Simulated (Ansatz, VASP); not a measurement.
**BeSb: VASP beside Ansatz**

INCAR

```
PREC = Accurate
ENCUT = 520
EDIFF = 1E-6
ISMEAR = 0
SIGMA = 0.1
LREAL = False
LASPH = True
NELM = 100
ALGO = Normal
ISIF = 2
LWAVE = False
LCHARG = False
GGA = PE
NBANDS = 10
```

Contents of KPOINTS:

```
Automatic mesh
0
Gamma
  6 6 6
```

File POSCAR:

```
BeSb
1.0
    3.2204624300      0.0000000000      0.0000000000
    0.0000000000      3.2204624300      0.0000000000
    0.0000000000      0.0000000000      3.3393275900
Be Sb
1 1
Direct
    0.5000000000      0.5000000000      0.5613481100
    0.0000000000      0.0000000000      0.9386518900
```

Input for Ansatz:

```yaml
crystal:
  lattice:
    - [3.22046243, 0.0, 0.0]
    - [0.0, 3.22046243, 0.0]
    - [0.0, 0.0, 3.33932759]
  atoms:
    - { symbol: Be, position: [0.5, 0.5, 0.56134811] }
    - { symbol: Sb, position: [0.0, 0.0, 0.93865189] }
basis:
  ecutwfc: 420
kpoints:
  mp_grid: { grid: [6, 6, 6] }
hamiltonian:
  xc: pbe
scf:
  occupations: { method: gaussian, width: 0.1 }
  lower_state_search: "off"
output:
  forces: true
  stress: true
  eigenvalues: true
```

Alike in both runs: task single point; functional PBE; k mesh 6 × 6 × 6; occupations gaussian, width 0.1 eV; no spin polarisation.

```csv
,VASP,Ansatz
version,VASP 6.6.1,Ansatz 0.2.0
potentials or method,"VASP PAW PBE potentials, release 64 (Be, Sb), cutoff 520 eV","scalar-relativistic, plane waves, PAW"
valence electrons in the cell,7,17
```

Ansatz gave:

```
gap on the k mesh at the Fermi level (eV)                     : none
pressure (GPa)                                                : 7.4
traceless stress, the component that is largest in VASP (GPa) : -2.87
rms of the force components (eV/Å)                            : 0.206
```

**Question.** Estimate VASP's values.

**Answer.** gap on the k mesh at the Fermi level (eV): none; pressure (GPa): 7.6; traceless stress, the component that is largest in VASP (GPa): -2.92; rms of the force components (eV/Å): 0.219.

Atom by atom the forces differ by 0.013 eV/Å (rms over components). A gap of «none» marks a metal or a gap that the smearing closes. VASP's potentials hold 7 valence electrons a cell and Ansatz's 17, so a difference there can come from the potentials and not from the codes.

Neither program's run includes spin-orbit coupling.
